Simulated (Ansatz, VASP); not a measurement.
One calculation of ZrC, two programs

INCAR

```
  PREC = Accurate
  ENCUT = 520
  EDIFF = 1E-6
  ISMEAR = 0
  SIGMA = 0.1
  LREAL = F
  LASPH = T
  NELM = 100
  ALGO = Normal
  ISIF = 2
  LWAVE = F
  LCHARG = F
  GGA = PE
  NBANDS = 15
```

KPOINTS

```
regular mesh
0
Gamma
  14 14 14
```

POSCAR

```
ZrC
1.0
    0.0000000000      2.2704203705      2.4114329705
    2.2704203705      0.0000000000      2.4114329705
    2.2704203705      2.2704203705      0.0000000000
Zr C
1 1
Direct
    0.5000000000      0.5000000000      0.5000000000
    0.0000000000      0.0000000000      0.0000000000
```

Input for Ansatz:

```yaml
crystal:
  lattice:
    - [0.0, 2.2704203705, 2.4114329705]
    - [2.2704203705, 0.0, 2.4114329705]
    - [2.2704203705, 2.2704203705, 0.0]
  atoms:
    - { symbol: Zr, position: [0.5, 0.5, 0.5] }
    - { symbol: C, position: [0.0, 0.0, 0.0] }
basis:
  ecutwfc: 420
kpoints:
  mp_grid: { grid: [14, 14, 14] }
hamiltonian:
  xc: pbe
scf:
  occupations: { method: gaussian, width: 0.1 }
output:
  forces: true
  stress: true
  eigenvalues: true
```

Alike in both runs: task single point; functional PBE; k mesh 14 × 14 × 14; occupations gaussian, width 0.1 eV; no spin polarisation.

|  | VASP | Ansatz |
| --- | --- | --- |
| version | VASP 6.6.1 | Ansatz 0.2.0 |
| potentials or method | VASP PAW PBE potentials, release 64 (Zr_sv, C), cutoff 520 eV | scalar-relativistic, plane waves, PAW |
| valence electrons in the cell | 16 | 16 |

|  | VASP | Ansatz | Ansatz less VASP |
| --- | --- | --- | --- |
| gap on the k mesh at the Fermi level (eV) | none | none | - |
| pressure (GPa) | 13.9 | 13.6 | -0.27 |
| traceless stress, the component that is largest in VASP (GPa) | -16.69 | -16.61 | +0.078 |

A gap of «none» marks a metal or a gap that the smearing closes. The functional is the same, so the differences come from potentials, cutoffs and numerics.
